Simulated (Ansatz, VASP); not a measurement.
One calculation of LiWO2, two programs

Contents of INCAR:

```
SYSTEM = LiWO2
PREC     = Accurate       ! precision mode
ENCUT    = 600            ! plane-wave cutoff, eV
EDIFF    = 1E-6           ! SCF threshold, eV
ISMEAR   = -1             ! smearing method
SIGMA    = 0.15           ! smearing width, eV
LREAL    = .FALSE.        ! projectors in reciprocal space
LASPH    = .TRUE.         ! aspherical terms in the spheres
NELM     = 80             ! most SCF steps
ALGO     = Normal         ! electronic algorithm
ISIF     = 3              ! what is computed and relaxed
LWAVE    = .FALSE.        ! write WAVECAR
LCHARG   = .FALSE.        ! write CHGCAR
GGA      = PE             ! functional
IBRION   = 2              ! ionic algorithm
NSW      = 80             ! ionic steps
EDIFFG   = -0.001         ! ionic threshold
```

KPOINTS

```
Automatic mesh
0
G
  21 21 8
  0 0 0
```

File POSCAR:

```
LiWO2
1.0
    2.7696569237      0.0000000000      0.0000000000
   -1.3848284619      2.3985932557      0.0000000000
    0.0000000000      0.0000000000      5.5851360424
Li W O
1 1 2
Direct
    0.0000000000      0.0000000000      0.5000000000
    0.0000000000      0.0000000000      0.0000000000
    0.3333333333      0.6666666667      0.2579262259
    0.6666666667      0.3333333333      0.7420737741
```

Input for Ansatz:

```yaml
crystal:
  lattice:
    - [2.7696569237, 0.0, 0.0]
    - [-1.3848284619, 2.3985932557, 0.0]
    - [0.0, 0.0, 5.5851360424]
  atoms:
    - { symbol: Li, position: [0.0, 0.0, 0.5] }
    - { symbol: W, position: [0.0, 0.0, 0.0] }
    - { symbol: O, position: [0.3333333333, 0.6666666667, 0.2579262259] }
    - { symbol: O, position: [0.6666666667, 0.3333333333, 0.7420737741] }
basis:
  ecutwfc: 420
kpoints:
  mp_grid: { grid: [21, 21, 8] }
hamiltonian:
  xc: pbe
scf:
  occupations: { method: fermi_dirac, width: 0.15 }
output:
  forces: true
  stress: true
  eigenvalues: true
relax:
  adjacent_minimum: "off"
  f_tol: 0.001
  max_steps: 60
  cell: { stress_tol: 0.01 }
```

Alike in both runs: task relaxation of cell and atoms; functional PBE; k mesh 21 × 21 × 8; occupations fermi-dirac, width 0.15 eV; no spin polarisation.

```csv
,VASP,Ansatz
version,VASP 6.6.1,Ansatz 0.2.0
potentials or method,"VASP PAW PBE potentials, release 64 (Li_sv, W_sv, O), cutoff 600 eV","scalar-relativistic, plane waves, PAW"
valence electrons in the cell,29,29
```

Ansatz gave:

```
gap on the k mesh at the Fermi level, each at its own relaxed structure (eV)  : none
relaxed volume (Å³/atom)                                                      : 9.28
relaxed length of the cell vector where the two differ most in proportion (Å) : 2.771
```

Task: Which values does VASP return?

Result: gap on the k mesh at the Fermi level, each at its own relaxed structure (eV): none; relaxed volume (Å³/atom): 9.30; relaxed length of the cell vector where the two differ most in proportion (Å): 2.774.

A gap of «none» marks a metal or a gap that the smearing closes.

Spin-orbit coupling is off throughout. Noted on VASP's run: the cutoff is under 1.25 times that of the potentials, so the pressure is a little rough.
